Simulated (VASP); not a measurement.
# TlBr (Pm-3m) in VASP: single point with PBE+D3(BJ)

Aim: the single point of TlBr with PBE+D3(BJ).

Program: VASP 6.6.1. These are calculated values, not measurements. Logs are shortened: lines on timing, memory, paths and dates and some standing lists are left out, and cuts for length are marked.

### 1 The cell of the first run

The structure is cubic, space group Pm-3m (No. 221). The conventional cell has a = 3.899 Å, b = 3.899 Å, c = 3.899 Å, α = 90.00°, β = 90.00°, γ = 90.00°. Within 4.4 Å of Tl (site symmetry m-3m) lie 8 Br at 3.38 Å and 6 Tl at 3.90 Å. Br (site symmetry m-3m) has 8 Tl at 3.38 Å and 6 Br at 3.90 Å within 4.4 Å.

### 2 Single point, PBE+D3(BJ) (volume scaled by 0.94)

Contents of INCAR:

```
SYSTEM = TlBr
PREC = Accurate
ENCUT = 500
EDIFF = 1E-6
ISMEAR = 0
SIGMA = 0.02
LREAL = .False.
LASPH = .True.
NELM = 120
ALGO = Normal
ISIF = 2
LWAVE = .False.
LCHARG = .False.
GGA = PE
IVDW = 12
NBANDS = 17
GGA_COMPAT = .False.
```

Contents of KPOINTS:

```
regular mesh
0
Gamma
  8 8 8
  0 0 0
```

Contents of POSCAR:

```
TlBr
1.0
    3.8987527127      0.0000000000      0.0000000000
    0.0000000000      3.8987527127      0.0000000000
    0.0000000000      0.0000000000      3.8987527127
Tl Br
1 1
Direct
    0.0000000000      0.0000000000      0.0000000000
    0.5000000000      0.5000000000      0.5000000000
```

Potentials or basis: VASP PAW PBE potentials, release 64 (Tl_d, Br).

Run with:

```sh
cat potpaw_PBE.64/Tl_d/POTCAR potpaw_PBE.64/Br/POTCAR > POTCAR
mpirun -np 1 vasp_std > vasp.out
```

OUTCAR:

```text
SYSTEM = TlBr
   PREC = Accurate
   ENCUT = 500
   EDIFF = 1E-6
   ISMEAR = 0
   LREAL = .False.
   LASPH = .True.
   NELM = 120
   ISIF = 2
   GGA = PE
   IVDW = 12
 IVDW          = 12

 ion  position               nearest neighbor table
   1  0.000  0.000  0.000-   2 3.38   2 3.38   2 3.38   2 3.38   2 3.38   2 3.38   2 3.38   2 3.38

   2  0.500  0.500  0.500-   1 3.38   1 3.38   1 3.38   1 3.38   1 3.38   1 3.38   1 3.38   1 3.38

  LATTYP: Found a simple cubic cell.
 ALAT       =     3.8987527127

  Lattice vectors:

 A1 = (   3.8987527127,   0.0000000000,   0.0000000000)
 A2 = (   0.0000000000,   3.8987527127,   0.0000000000)
 A3 = (   0.0000000000,   0.0000000000,   3.8987527127)

Analysis of symmetry for initial positions (statically):
=====================================================================
 Subroutine PRICEL returns:
 Original cell was already a primitive cell.

 Routine SETGRP: Setting up the symmetry group for a
 simple cubic supercell.

 Subroutine GETGRP returns: Found 48 space group operations
 (whereof 48 operations were pure point group operations)
 out of a pool of 48 trial point group operations.

The static configuration has the point symmetry O_h .

Analysis of symmetry for dynamics (positions and initial velocities):
=====================================================================
 Subroutine PRICEL returns:
 Original cell was already a primitive cell.

 Routine SETGRP: Setting up the symmetry group for a
 simple cubic supercell.

 Subroutine GETGRP returns: Found 48 space group operations
 (whereof 48 operations were pure point group operations)
 out of a pool of 48 trial point group operations.

The dynamic configuration has the point symmetry O_h .

 Subroutine INISYM returns: Found 48 space group operations
 (whereof 48 operations are pure point group operations),
 and found     1 'primitive' translations

----------------------------------------------------------------------------------------

                                     Primitive cell

  volume of cell :      59.2621

  direct lattice vectors                    reciprocal lattice vectors
     3.898752713  0.000000000  0.000000000     0.256492287  0.000000000  0.000000000
     0.000000000  3.898752713  0.000000000     0.000000000  0.256492287  0.000000000
     0.000000000  0.000000000  3.898752713     0.000000000  0.000000000  0.256492287

  length of vectors
     3.898752713  3.898752713  3.898752713     0.256492287  0.256492287  0.256492287

  position of ions in fractional coordinates (direct lattice)
     0.000000000  0.000000000  0.000000000
     0.500000000  0.500000000  0.500000000

  ion indices of the primitive-cell ions
   primitive index   ion index
                 1           1
                 2           2

----------------------------------------------------------------------------------------

 KPOINTS: regular mesh

Automatic generation of k-mesh.
 Grid dimensions read from file:
 generate k-points for:    8    8    8

 Generating k-lattice:

  Cartesian coordinates                     Fractional coordinates (reciprocal lattice)
     0.032061536  0.000000000  0.000000000     0.125000000  0.000000000  0.000000000
     0.000000000  0.032061536  0.000000000     0.000000000  0.125000000  0.000000000
     0.000000000  0.000000000  0.032061536     0.000000000  0.000000000  0.125000000

  Length of vectors
     0.032061536  0.032061536  0.032061536

  Shift w.r.t. Gamma in fractional coordinates (k-lattice)
     0.000000000  0.000000000  0.000000000

 Subroutine IBZKPT returns following result:
 ===========================================

 Found     35 irreducible k-points:

 Following reciprocal coordinates:
            Coordinates               Weight
  0.000000  0.000000  0.000000      1.000000
  0.125000  0.000000  0.000000      6.000000
  0.250000  0.000000  0.000000      6.000000
  0.375000  0.000000  0.000000      6.000000
  0.500000  0.000000  0.000000      3.000000
  0.125000  0.125000  0.000000     12.000000
[... 16 lines left out ...]
  0.375000  0.375000  0.125000     24.000000
  0.500000  0.375000  0.125000     24.000000
 [... further k-points ...]
   k-points           NKPTS =     35   k-points in BZ     NKDIM =     35   number of bands    NBANDS=     17
   number of dos      NEDOS =    301   number of ions     NIONS =      2
   total plane-waves  NPLWV =  21952
   dimension x,y,z NGX =    28 NGY =   28 NGZ =   28
   dimension x,y,z NGXF=    56 NGYF=   56 NGZF=   56
   ions per type =               1   1
   NGX,Y,Z   is equivalent  to a cutoff of  11.94, 11.94, 11.94 a.u.
   NGXF,Y,Z  is equivalent  to a cutoff of  23.88, 23.88, 23.88 a.u.
 SYSTEM =  TlBr
   PREC   = accura    normal or accurate (medium, high low for compatibility)
   ISTART =      0    job   : 0-new  1-cont  2-samecut
   ICHARG =      2    charge: 1-file 2-atom 10-const
   ISPIN  =      1    spin polarized calculation?
   LNONCOLLINEAR =      F non collinear calculations
   LSORBIT =      F    spin-orbit coupling
   LASPH  =      T    aspherical Exc in radial PAW
   ENCUT  =  500.0 eV  36.75 Ry    6.06 a.u.   7.11  7.11  7.11*2*pi/ulx,y,z
   NELM   =    120;   NELMIN=  2; NELMDL= -5     # of ELM steps
   EDIFF  = 0.1E-05   stopping-criterion for ELM
   LREAL  =      F    real-space projection
   EDIFFG = 0.1E-04   stopping-criterion for IOM
   NSW    =      0    number of steps for IOM
   IBRION =     -1    ionic relax: 0-MD 1-quasi-New 2-CG
   NFREE  =      0    steps in history (QN), initial steepest desc. (CG)
   ISIF   =      2    stress and relaxation
   ISYM   =      2    0-nonsym 1-usesym 2-fastsym
   POTIM  = 0.5000    time-step for ionic-motion
   TEBEG  =    0.0;   TEEND  =   0.0 temperature during run
   PSTRESS=    0.0 pullay stress
   NELECT =      20.0000    total number of electrons
   NUPDOWN=      -1.0000    fix difference up-down
   EMIN   =  10.00;   EMAX   =-10.00  energy-range for DOS
   EFERMI =   0.00;   METHOD = LEGACY
   ISMEAR =     0;   SIGMA  =   0.02  broadening in eV -4-tet -1-fermi 0-gaus
   EFERMI_NEDOS =   21; number of points for ismear=-14 and -15
   IALGO  =     38    algorithm
   IMIX   =      4    mixing-type and parameters
     AMIX     =   0.40;   BMIX     =  1.00
     AMIX_MAG =   1.60;   BMIX_MAG =  1.00
  volume/ion in A,a.u.               =      29.63       199.96
  Fermi-wavevector in a.u.,A,eV,Ry     =   1.139793  2.153896 17.675696  1.299127
  Thomas-Fermi vector in A             =   2.276496
   LORBIT       =      0    0 simple, 1 ext, 2 COOP (PROOUT), +10 PAW based schemes
   GGA     = PE    functional components
   LHFCALC =     F    Hartree Fock is set to
   AEXX    =    0.0000 exact exchange contribution
   IVDW    =    12    specifies the selected vdW correction
   LEPSILON=     F    determine dielectric tensor
   LRPA    =     F    only Hartree local field effects (RPA)
 non-spin polarized calculation
 Gauss-broadening in eV      SIGMA  =   0.02
  energy-cutoff  :      500.00
  volume of cell :       59.26
 maximum number of plane-waves:      1516
   NGX = 15   NGY = 15   NGZ = 15

 number of electron      20.0000007 magnetization

 Free energy of the ion-electron system (eV)
  ---------------------------------------------------
  ext. energy  EPLUGINS =         0.00000000
  ---------------------------------------------------
  free energy    TOTEN  =        -5.48291193 eV

  energy without entropy =       -5.48291193  energy(sigma->0) =       -5.48291193

 E-fermi :   3.2392     XC(G=0):  -9.2666

 val. band max:        3.0852412493   @ k =   0.5000   0.0000   0.0000
 cond. band min:       4.7710563778   @ k =   0.5000   0.0000   0.0000
 fundamental gap:      1.6858151285
 Fermi energy:         3.2392127983

 k-point     1 :       0.0000    0.0000    0.0000
  band No.  band energies     occupation
      1     -11.0483      2.00000
      2      -7.1719      2.00000
      3      -7.1719      2.00000
      4      -6.9604      2.00000
      5      -6.9604      2.00000
      6      -6.9604      2.00000
[... 9 lines left out ...]
     16      14.8217      0.00000
     17      16.5991      0.00000

 k-point     2 :       0.1250    0.0000    0.0000
  band No.  band energies     occupation
      1     -11.0085      2.00000
      2      -7.1699      2.00000
      3      -7.1489      2.00000
      4      -6.9717      2.00000
      5      -6.9717      2.00000
      6      -6.9593      2.00000
[... 9 lines left out ...]
     16      15.7144      0.00000
     17      16.3434      0.00000

 k-point     3 :       0.2500    0.0000    0.0000
  band No.  band energies     occupation
      1     -10.9088      2.00000
      2      -7.1651      2.00000
      3      -7.0950      2.00000
      4      -6.9988      2.00000
      5      -6.9988      2.00000
      6      -6.9569      2.00000
[... 9 lines left out ...]
     16      15.2022      0.00000
     17      16.4359      0.00000

 k-point     4 :       0.3750    0.0000    0.0000
  band No.  band energies     occupation
      1     -10.8034      2.00000
      2      -7.1604      2.00000
      3      -7.0440      2.00000
      4      -7.0256      2.00000
      5      -7.0256      2.00000
      6      -6.9545      2.00000
[... 9 lines left out ...]
     16      14.7810      0.00000
     17      16.6102      0.00000
[... 343 lines left out ...]
      1     -10.6668      2.00000
      2      -7.0856      2.00000
      3      -7.0543      2.00000
      4      -6.9988      2.00000
      5      -6.9852      2.00000
      6      -6.9637      2.00000
[... 9 lines left out ...]
     16      14.0376      0.00000
     17      16.3571      0.00000

 k-point    23 :       0.3750    0.3750    0.1250
  band No.  band energies     occupation
      1     -10.6399      2.00000
      2      -7.0696      2.00000
      3      -7.0384      2.00000
      4      -7.0234      2.00000
      5      -6.9773      2.00000
      6      -6.9388      2.00000
[... 9 lines left out ...]
     16      14.0467      0.00000
     17      15.6575      0.00000

 k-point    24 :       0.5000    0.3750    0.1250
  band No.  band energies     occupation
      1     -10.6149      2.00000
      2      -7.0633      2.00000
      3      -7.0425      2.00000
      4      -7.0221      2.00000
      5      -6.9789      2.00000
      6      -6.9164      2.00000
[... 9 lines left out ...]
     16      14.0376      0.00000
     17      16.0369      0.00000

 [... further k-points ...]

------------------------ aborting loop because EDIFF is reached ----------------------------------------

 Edisp (eV)   -0.58125

 E8    (eV) :    -0.2723

  FORCE on cell =-STRESS in cart. coord.  units (eV):
  Direction    XX          YY          ZZ          XY          YZ          ZX
  --------------------------------------------------------------------------------------
  -------------------------------------------------------------------------------------
  Total       0.56491     0.56491     0.56491     0.00000     0.00000    -0.00000
  in kB      15.27258    15.27258    15.27258     0.00000     0.00000    -0.00000
  external pressure =       15.27 kB  Pullay stress =        0.00 kB

 VOLUME and BASIS-vectors are now :
 -----------------------------------------------------------------------------
  energy-cutoff  :      500.00
  volume of cell :       59.26
      direct lattice vectors                 reciprocal lattice vectors
     3.898752713  0.000000000  0.000000000     0.256492287  0.000000000  0.000000000
     0.000000000  3.898752713  0.000000000     0.000000000  0.256492287  0.000000000
     0.000000000  0.000000000  3.898752713     0.000000000  0.000000000  0.256492287

 POSITION                                       TOTAL-FORCE (eV/Angst)
 -----------------------------------------------------------------------------------
      0.00000      0.00000      0.00000         0.000000      0.000000      0.000000
      1.94938      1.94938      1.94938         0.000000      0.000000      0.000000
 -----------------------------------------------------------------------------------
    total drift:                                0.000000      0.000000      0.000000

  FREE ENERGIE OF THE ION-ELECTRON SYSTEM (eV)
  ---------------------------------------------------
  free  energy   TOTEN  =        -6.0641583514 eV

  energy  without entropy=       -6.0641583514  energy(sigma->0) =       -6.06415835
```

Run time: 21 s. Hardware: 1 thread of AMD EPYC 9R45 (Zen 5), shared host; peak memory 0.15 GiB.

What came out:

- Free energy: -6.0642 eV
- Pressure: 1.5 GPa
- Band gap on the k mesh: 1.69 eV, direct
- Dispersion energy per atom: -0.291 eV

Levels at points of the mesh, in eV from the valence-band top:
| k point | band 7 | band 8 | band 9 | band 10 | band 11 | band 12 | band 13 | band 14 |
| --- | --- | --- | --- | --- | --- | --- | --- | --- |
| (0.00, 0.00, 0.00) | -4.81 | -1.60 | -1.60 | -1.60 | 6.82 | 6.82 | 7.43 | 7.43 |
| (0.50, 0.00, 0.00) | -5.95 | -1.02 | -1.02 | 0.00 | 1.69 | 5.73 | 5.73 | 7.75 |
| (0.50, 0.50, 0.00) | -3.89 | -3.39 | -3.39 | -0.94 | 4.92 | 4.92 | 7.56 | 7.64 |
| (0.50, 0.50, 0.50) | -2.75 | -2.25 | -2.25 | -2.25 | 1.87 | 1.87 | 1.87 | 13.18 |

Caveat: spin-orbit coupling is left out, which moves the levels of the heavy elements. A k mesh can miss the band edges.
